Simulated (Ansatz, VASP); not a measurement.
Hf2Si3N in VASP and in Ansatz

```xyz
6
Lattice="2.6342 1.5209 3.7152 -2.6342 1.5209 3.7152 0.0000 -3.0417 3.7152" Properties=species:S:1:pos:R:3 pbc="T T T"
Hf    0.0000    0.0000    7.0293
Hf    0.0000    0.0000    4.1163
Si   -1.3171    0.7604    1.8576
Si    1.3171    0.7604    1.8576
Si    0.0000   -1.5209    1.8576
N     0.0000    0.0000    0.0000
```

Change from the starting cell: species swapped into the Er2Al3Cu type (R-3m, No. 166).

Alike in both runs: functional PBE; k mesh 6 × 6 × 6; occupations gaussian, width 0.1 eV; no spin polarisation.

Ansatz relaxed the structure, and its values are those at the end. VASP's run is a single point on that final structure, the one shown.

```csv
,VASP,Ansatz
version,VASP 6.6.1,Ansatz 0.2.0
potentials or method,"VASP PAW PBE potentials, release 64 (Hf_pv, Si, N), cutoff 520 eV","scalar-relativistic, plane waves, PAW"
valence electrons in the cell,37,69
```

```tsv
	VASP	Ansatz	Ansatz less VASP
gap on the k mesh at the Fermi level (eV)	none	none	-
pressure (GPa)	-0.2	0.0	+0.28
rms of the force components (eV/Å)	0.006	0.003	-0.0030
```

A gap of «none» marks a metal or a gap that the smearing closes. The functional is the same, so the differences come from potentials, cutoffs and numerics. VASP's potentials hold 37 valence electrons a cell and Ansatz's 69, so a difference there can come from the potentials and not from the codes.

Spin-orbit coupling is off throughout.
